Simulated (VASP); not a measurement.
# Ge: single point with PBE+D3(BJ)

The system is Ge.

```
CELL_PARAMETERS angstrom
3.87079 0.00000 0.00000
-1.93539 3.35220 0.00000
0.00000 0.00000 4.51228
ATOMIC_POSITIONS crystal
Ge 0.66667 0.33333 0.14098
Ge 0.33333 0.66667 0.85902
```

```yaml
Program: VASP 6.6.1
Task: single point
Functional: PBE
Dispersion: D3(BJ)
Potentials_or_basis: VASP PAW PBE potentials, release 64 (Ge_d)
Cutoff: 520 eV
k_mesh: 6 × 6 × 4
Occupations: gaussian, width 0.1 eV
Spin: no spin polarisation
```

```json
{"Pressure": "-4.6 GPa", "Largest force": "0.521 eV/Å", "Band gap on the k mesh": "zero (bands 14 and 15 overlap by 2.62 eV)", "Dispersion energy per atom": "-0.285 eV"}
```

Forces in eV/Å, atoms in the order of the input:
```
Ge   0.000  0.000 -0.521
Ge   0.000  0.000  0.521
```

Stress tensor (GPa, compression positive):
```
-3.71  0.00  0.00
 0.00 -3.71  0.00
 0.00  0.00 -6.41
```

Levels at points of the mesh, in eV from the Fermi level:
| k point | band 10 | band 11 | band 12 | band 13 | band 14 | band 15 | band 16 | band 17 | band 18 | band 19 |
| --- | --- | --- | --- | --- | --- | --- | --- | --- | --- | --- |
| (0.00, 0.00, 0.00) | -24.17 | -11.01 | -3.75 | -0.38 | 0.83 | 0.83 | 3.11 | 4.33 | 4.33 | 8.30 |
| (0.50, 0.00, 0.00) | -24.17 | -8.77 | -6.98 | -0.95 | -0.93 | 0.59 | 2.51 | 3.69 | 5.64 | 6.60 |
| (0.00, 0.00, 0.50) | -24.17 | -10.65 | -5.77 | 1.10 | 1.10 | 2.45 | 3.37 | 4.38 | 4.38 | 9.14 |
| (0.50, 0.00, 0.50) | -24.17 | -8.45 | -6.74 | -2.69 | -1.05 | -0.59 | 2.85 | 4.79 | 5.35 | 10.79 |

Run time: 33 s on 1 thread of Intel(R) Xeon(R) Platinum 8488C (Sapphire Rapids) (shared host), peak memory 0.19 GiB.

Caveat: the cell stands under tension.
